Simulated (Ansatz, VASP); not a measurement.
## BiTe: VASP beside Ansatz

INCAR

```
PREC = Accurate
ENCUT = 520
EDIFF = 1E-7
ISMEAR = 0
SIGMA = 0.15
LREAL = F
LASPH = T
NELM = 80
ALGO = Normal
ISIF = 2
LWAVE = F
LCHARG = F
GGA = PE
NBANDS = 18
```

Contents of KPOINTS:

```
Automatic mesh
0
Gamma
  12 12 12
```

POSCAR

```
BiTe
1.0
    2.4227077728      1.3987509848      3.1514273568
   -2.4227077728      1.3987509848      3.1514273568
    0.0000000000     -2.7975019696      3.1514273568
Bi Te
1 1
Direct
    0.5000000000      0.5000000000      0.5000000000
    0.0000000000      0.0000000000      0.0000000000
```

Input for Ansatz:

```yaml
crystal:
  lattice:
    - [2.4227077728, 1.3987509848, 3.1514273568]
    - [-2.4227077728, 1.3987509848, 3.1514273568]
    - [0.0, -2.7975019696, 3.1514273568]
  atoms:
    - { symbol: Bi, position: [0.5, 0.5, 0.5] }
    - { symbol: Te, position: [0.0, 0.0, 0.0] }
basis:
  ecutwfc: 420
kpoints:
  mp_grid: { grid: [12, 12, 12] }
hamiltonian:
  xc: pbe
scf:
  occupations: { method: gaussian, width: 0.15 }
output:
  forces: true
  stress: true
  eigenvalues: true
```

Change from the starting cell: strain +0.000 along x and y, -0.050 along z, atoms carried along.

Alike in both runs: task single point; functional PBE; k mesh 12 × 12 × 12; occupations gaussian, width 0.15 eV; no spin polarisation.

|  | VASP | Ansatz |
| --- | --- | --- |
| version | VASP 6.6.1 | Ansatz 0.2.0 |
| potentials or method | VASP PAW PBE potentials, release 64 (Bi_d, Te), cutoff 520 eV | scalar-relativistic, plane waves, PAW |
| valence electrons in the cell | 21 | 31 |

```csv
,VASP,Ansatz,Ansatz less VASP
gap on the k mesh at the Fermi level (eV),none,none,-
pressure (GPa),2.1,2.1,+0.05
"traceless stress, the component that is largest in VASP (GPa)",0.22,0.22,-0.001
```

A gap of «none» marks a metal or a gap that the smearing closes. With one functional, cell and mesh, what is left measures potentials, basis and numerics. VASP's potentials hold 21 valence electrons a cell and Ansatz's 31, so a difference there can come from the potentials and not from the codes.

Neither program's run includes spin-orbit coupling.
